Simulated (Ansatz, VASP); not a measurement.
Two plane-wave programs on TiPt3

File INCAR:

```
SYSTEM = TiPt3
PREC = Accurate ; ENCUT = 520
EDIFF = 1E-8 ; ISMEAR = -1
SIGMA = 0.05 ; LREAL = .False.
LASPH = .True. ; NELM = 100
ALGO = Normal ; ISIF = 2
LWAVE = .False. ; LCHARG = .False.
GGA = PS ; LEFG = .True.
NBANDS = 29
```

File KPOINTS:

```
Automatic mesh
0
Gamma
  9 9 9
  0 0 0
```

Contents of POSCAR:

```
TiPt3
1.0
    3.8970000000      0.0000000000      0.0000000000
    0.0000000000      3.8970000000      0.0000000000
    0.0000000000      0.0000000000      3.8580300000
Ti Pt
1 3
Direct
    0.0000000000      0.0000000000      0.0000000000
    0.0000000000      0.5000000000      0.5000000000
    0.5000000000      0.0000000000      0.5000000000
    0.5000000000      0.5000000000      0.0000000000
```

Input for Ansatz:

```yaml
crystal:
  lattice:
    - [3.897, 0.0, 0.0]
    - [0.0, 3.897, 0.0]
    - [0.0, 0.0, 3.85803]
  atoms:
    - { symbol: Ti, position: [0.0, 0.0, 0.0] }
    - { symbol: Pt, position: [0.0, 0.5, 0.5] }
    - { symbol: Pt, position: [0.5, 0.0, 0.5] }
    - { symbol: Pt, position: [0.5, 0.5, 0.0] }
kpoints:
  mp_grid: { grid: [9, 9, 9] }
scf:
  occupations: { method: fermi_dirac, width: 0.05 }
hamiltonian:
  xc: pbesol
  pseudopotentials: { kind: paw }
output:
  forces: true
  stress: true
  eigenvalues: true
  efg: { contact_densities: true }
  write_density: true
  write_potential: true
  elf: true
  volumetric_format: npy
```

Change from the starting cell: zz strain of -1 %, PAW files.

Alike in both runs: task electric field gradients; functional PBEsol; k mesh 9 × 9 × 9; occupations fermi-dirac, width 0.05 eV; no spin polarisation.

|  | VASP | Ansatz |
| --- | --- | --- |
| version | VASP 6.6.1 | Ansatz 0.2.0 |
| potentials or method | VASP PAW PBE potentials, release 64 (Ti_sv, Pt) | PAW with Ansatz's default frozen-core files, scalar-relativistic |
| plane-wave cutoff (eV) | 520 | 420 |
| valence electrons in the cell | 42 | 66 |

|  | VASP | Ansatz | Ansatz less VASP |
| --- | --- | --- | --- |
| pressure (GPa) | 3.0 | 3.3 | +0.27 |
| traceless stress, the component that is largest in VASP (GPa) | 1.20 | 1.20 | +0.003 |
| size of Vzz on the site where it differs most (V/Å²) | 68.0 | 77.3 | +9.29 |

VASP's potentials were made for PBE, not for PBEsol. VASP's potentials hold 42 valence electrons a cell and Ansatz's 66, so a difference there can come from the potentials and not from the codes.

Neither program's run includes spin-orbit coupling.
